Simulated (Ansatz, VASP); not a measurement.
# Two plane-wave programs on Zr3Si

```
Zr Si
1.0
     6.09833    0.00000    0.00000
    -3.04917    5.28131    0.00000
     0.00000    0.00000    4.94702
Zr Si
6 2
Direct
  0.34523 0.17262 0.75000
  0.82738 0.17262 0.75000
  0.82738 0.65477 0.75000
  0.65477 0.82738 0.25000
  0.17262 0.82738 0.25000
  0.17262 0.34523 0.25000
  0.66667 0.33333 0.25000
  0.33333 0.66667 0.75000
```

Alike in both runs: functional r2SCAN; k mesh 6 × 6 × 8; occupations gaussian, width 0.1 eV; no spin polarisation.

Ansatz relaxed the structure, and its values are those at the end. VASP's run is a single point on that final structure, the one shown.

|  | VASP | Ansatz |
| --- | --- | --- |
| version | VASP 6.6.1 | Ansatz 0.2.0 |
| potentials or method | VASP PAW PBE potentials, release 64 (Zr_sv, Si), cutoff 520 eV | scalar-relativistic, plane waves, PAW |
| valence electrons in the cell | 80 | 80 |

```csv
,VASP,Ansatz,Ansatz less VASP
gap on the k mesh at the Fermi level (eV),none,none,-
pressure (GPa),0.0,0.0,-0.02
rms of the force components (eV/Å),0.005,0.000,-0.0052
```

VASP's potentials were made for PBE, not for r2SCAN. A gap of «none» marks a metal or a gap that the smearing closes.
